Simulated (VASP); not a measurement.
Here is a VASP 6.6.1 calculation.

File INCAR:

```
SYSTEM = ZnSe
ALGO = Normal
EDIFF = 1E-7
ENCUT = 520
ISIF = 2
ISMEAR = 0
LASPH = .TRUE.
LCHARG = .FALSE.
LREAL = .FALSE.
LWAVE = .FALSE.
NBANDS = 16
NELM = 80
PREC = Accurate
SIGMA = 0.05
```

KPOINTS

```
k-points
0
G
  10 10 10
  0 0 0
```

POSCAR

```
ZnSe
1.0
    0.0000000000      3.1343221204      2.7761931979
    2.7761931979      0.0000000000      2.7761931979
    2.7761931979      3.1343221204      0.0000000000
Zn Se
1 1
Direct
    0.0000000000      0.0000000000      0.0000000000
    0.7500000000      0.7500000000      0.7500000000
```

Potentials or basis: VASP PAW LDA potentials, release 64 (Zn, Se).

Run with:

```bash
$ cat potpaw_LDA.64/Zn/POTCAR potpaw_LDA.64/Se/POTCAR > POTCAR
$ mpirun -np 1 vasp_std > vasp.out
```

(1) Predict the pressure.

(2) Estimate the band gap on the k mesh.

Results:

(1) -6.2 GPa.

(2) 0.59 eV, direct.
